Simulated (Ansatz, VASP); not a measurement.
**Two plane-wave programs on Au**

File INCAR:

```
SYSTEM = Au
ALGO = Normal
EDIFF = 1E-6
ENCUT = 520
GGA = PS
ISIF = 2
ISMEAR = -1
ISPIN = 2
ISYM = 0
LASPH = .TRUE.
LCHARG = .TRUE.
LELF = .TRUE.
LMAXMIX = 4
LORBIT = 11
LREAL = .FALSE.
LVHAR = .TRUE.
LWAVE = .FALSE.
MAGMOM = 3
NBANDS = 16
NELM = 150
PREC = Accurate
SIGMA = 0.01
```

KPOINTS

```
k-points
0
G
  1 1 1
  0 0 0
```

The input POSCAR:

```
Au
1.0
   14.0000000000      0.0000000000      0.0000000000
    0.0000000000     14.4000000000      0.0000000000
    0.0000000000      0.0000000000     14.8000000000
Au
1
Direct
    0.5000000000      0.5000000000      0.5000000000
```

Input for Ansatz:

```yaml
crystal:
  lattice:
    - [14.0, 0.0, 0.0]
    - [0.0, 14.4, 0.0]
    - [0.0, 0.0, 14.8]
  atoms:
    - { symbol: Au, position: [0.5, 0.5, 0.5], spin: 3.0 }
  symmetry: { detect: false, time_reversal: true }
hamiltonian:
  xc: pbesol
  pseudopotentials:
    kind: paw
    azcp:
      Au: "pseudopotentials/Au.paw.azcp"
basis:
  ecutwfc: 420
  fft_grid_basis: typed
kpoints:
  mp_grid: { grid: [1, 1, 1], shift: [0, 0, 0] }
magnetization:
  spin_polarized: true
scf:
  occupations: { method: fermi_dirac, width: 0.01 }
```

Alike in both runs: task single point; functional PBEsol; k mesh 1 × 1 × 1; occupations fermi-dirac, width 0.01 eV; collinear spin.

|  | VASP | Ansatz |
| --- | --- | --- |
| version | VASP 6.6.1 | Ansatz 0.2.0 |
| potentials or method | VASP PAW PBE potentials, release 64 (Au), cutoff 520 eV | plane waves (420 eV) with PAW, scalar-relativistic |
| valence electrons in the cell | 11 | 19 |

VASP gave:

* gap on the k mesh at the Fermi level (eV): 0.77
* net moment per atom (μB): 1.00
* size of the moment on the site where the two differ most (μB): 0.44

Estimate Ansatz's values.

gap on the k mesh at the Fermi level (eV): 0.77; net moment per atom (μB): 1.00; size of the moment on the site where the two differ most (μB): 1.00.

VASP's potentials were made for PBE, not for PBEsol, and Ansatz warns of the same on its side. Site moments also hang on the region over which each program counts them. VASP's potentials hold 11 valence electrons a cell and Ansatz's 19, so a difference there can come from the potentials and not from the codes.

Spin-orbit coupling is off throughout.
